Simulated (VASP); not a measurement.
Wanted: the native input for a VASP 6.6.1 run.

* Task: single point
* Functional: PBEsol
* Potentials or basis: VASP PAW PBE potentials, release 64 (Cu)
* Cutoff: 520 eV
* k mesh: 13 × 13 × 7
* Occupations: fermi-dirac, width 0.1 eV
* Spin: no spin polarisation
* Dipole correction: no
* Further INCAR settings: ALGO = Normal; EDIFF = 1e-06; NBANDS = 18

The structure of Cu lies in POSCAR:

```
Cu
1.0
    2.4998512070      0.0000000000      0.0000000000
   -1.2499256035      2.1649297425      0.0000000000
    0.0000000000      0.0000000000      4.0569879162
Cu
2
Direct
    0.3333333333      0.6666666667      0.2500000000
    0.6666666667      0.3333333333      0.7500000000
```

One way to write it, as run:

INCAR

```
SYSTEM = Cu
PREC     = Accurate       ! precision mode
ENCUT    = 520            ! plane-wave cutoff, eV
EDIFF    = 1E-6           ! SCF threshold, eV
ISMEAR   = -1             ! smearing method
SIGMA    = 0.1            ! smearing width, eV
LREAL    = .False.        ! projectors in reciprocal space
LASPH    = .True.         ! aspherical terms in the spheres
NELM     = 80             ! most SCF steps
ALGO     = Normal         ! electronic algorithm
ISIF     = 2              ! what is computed and relaxed
LWAVE    = .False.        ! write WAVECAR
LCHARG   = .True.         ! write CHGCAR
GGA      = PS             ! functional
LELF     = .True.         ! ELF
LVHAR    = .True.       
NBANDS   = 18             ! bands
```

KPOINTS

```
regular mesh
0
Gamma
  13 13 7
  0 0 0
```

Potentials or basis: VASP PAW PBE potentials, release 64 (Cu).

Run with:

```bash
$ cat potpaw_PBE.64/Cu/POTCAR > POTCAR
$ mpirun -np 1 vasp_std > vasp.out
```

Results of the run:

```yaml
Pressure: 6.2 GPa
Band_gap_on_the_k_mesh: zero (band 11 reaches 11.48 eV, above the bottom of band 12 at 6.36 eV)
```

Caveat: the PAW data sets were made with another functional, which shifts forces and pressure a little.

It took 37 s on 1 thread of AMD EPYC 7R43 64-Core Processor (Zen 3) (shared host), peak memory 0.11 GiB.
